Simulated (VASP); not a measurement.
Input of a VASP 6.6.1 run:

File INCAR:

```
  ALGO = Fast
  EDIFF = 1E-7
  EDIFFG = -0.01
  ENCUT = 600
  GGA = PE
  IBRION = 2
  ISIF = 3
  ISMEAR = 0
  LASPH = T
  LCHARG = F
  LREAL = F
  LWAVE = F
  NELM = 60
  NSW = 100
  PREC = Accurate
  SIGMA = 0.1
```

File KPOINTS:

```
k-points
0
Gamma
  12 12 8
```

The input POSCAR:

```
Hf3N
1.0
    5.7445624423      0.0000000000      0.0000000000
   -2.8722812211      4.9749370087      0.0000000000
    0.0000000000      0.0000000000      4.9272219186
Hf N
6 2
Direct
    0.8314050213      0.6628100425      0.2500000000
    0.1685949787      0.8314050213      0.7500000000
    0.3371899575      0.1685949787      0.2500000000
    0.1685949787      0.3371899575      0.7500000000
    0.8314050213      0.1685949787      0.2500000000
    0.6628100425      0.8314050213      0.7500000000
    0.3333333333      0.6666666667      0.2500000000
    0.6666666667      0.3333333333      0.7500000000
```

Potentials or basis: VASP PAW PBE potentials, release 64 (Hf_pv, N).

The run is started by

```console
$ cat potpaw_PBE.64/Hf_pv/POTCAR potpaw_PBE.64/N/POTCAR > POTCAR
$ mpirun -np 1 vasp_std > vasp.out
```

(1) What does it give for the space group after relaxing (to 0.1 Å)?

(2) Predict the relaxed cell.

Answers

(1) P6_3/mmc (No. 194).

(2) a = 5.722 Å, b = 5.722 Å, c = 4.931 Å, α = 90.00°, β = 90.00°, γ = 120.00°.
